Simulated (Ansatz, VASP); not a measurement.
**Two plane-wave programs on Sn**

```xyz
2
Lattice="0.0000 3.2456 3.2456 3.2456 0.0000 3.2456 3.2456 3.2456 0.0000" Properties=species:S:1:pos:R:3 pbc="T T T"
Sn    3.2456    3.2456    3.2456
Sn    4.8684    4.8684    4.8684
```

Alike in both runs: task relaxation of cell and atoms; functional PBE; k mesh 12 × 12 × 12; occupations gaussian, width 0.1 eV; no spin polarisation.

|  | VASP | Ansatz |
| --- | --- | --- |
| version | VASP 6.6.1 | Ansatz 0.2.0 |
| potentials or method | VASP PAW PBE potentials, release 64 (Sn_d), cutoff 600 eV | scalar-relativistic, plane waves, PAW |
| valence electrons in the cell | 28 | 28 |

Ansatz gave:

```
gap on the k mesh at the Fermi level, each at its own relaxed structure (eV) : none
relaxed volume (Å³/atom)                                                     : 36.86
relaxed cell length with the largest relative difference (Å)                 : 4.707
```

Question: What did VASP give for the same quantities?

Answer: gap on the k mesh at the Fermi level, each at its own relaxed structure (eV): none; relaxed volume (Å³/atom): 36.81; relaxed cell length with the largest relative difference (Å): 4.704.

A gap of «none» marks a metal or a gap that the smearing closes.
